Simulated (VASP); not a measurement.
Set up this calculation in VASP 6.6.1, as the native input.

| Item | Value |
| --- | --- |
| Task | single point |
| Functional | revPBE |
| Potentials or basis | VASP PAW PBE potentials, release 64 (Te, Sn_d) |
| Cutoff | 520 eV |
| k mesh | 7 × 7 × 7 |
| Occupations | fermi-dirac, width 0.05 eV |
| Spin | no spin polarisation |
| Dipole correction | no |
| Further INCAR settings | ALGO = Normal; EDIFF = 1e-06; NBANDS = 17 |

The structure of SnTe lies in POSCAR:

```
SnTe
1.0
    3.9047000000      0.0000000000      0.0000000000
    0.0000000000      3.9047000000      0.0000000000
    0.0000000000      0.0000000000      3.9047000000
Te Sn
1 1
Direct
    0.5000000000      0.5000000000      0.5000000000
    0.0000000000      0.0000000000      0.0000000000
```

One way to write it, as run:

INCAR

```
PREC = Accurate
ENCUT = 520
EDIFF = 1E-6
ISMEAR = -1
SIGMA = 0.05
LREAL = F
LASPH = T
NELM = 80
ALGO = Normal
ISIF = 2
LWAVE = F
LCHARG = F
GGA = RE
NBANDS = 17
```

KPOINTS

```
Automatic mesh
0
Gamma
  7 7 7
```

Potentials or basis: VASP PAW PBE potentials, release 64 (Te, Sn_d).

Command:

```console
$ cat potpaw_PBE.64/Te/POTCAR potpaw_PBE.64/Sn_d/POTCAR > POTCAR
$ mpirun -np 1 vasp_std > vasp.out
```

It gave:

```
Pressure               : -0.1 GPa
Band gap on the k mesh : zero (band 10 reaches 7.30 eV, above the bottom of band 11 at 6.26 eV)
```

Caveat: the PAW data sets were made with another functional, which shifts forces and pressure a little; spin-orbit coupling is left out, which moves the levels of the heavy elements.

Wall time 8.3 s on 1 thread of Intel(R) Xeon(R) 6975P-C (Granite Rapids) (shared host), peak memory 0.17 GiB.
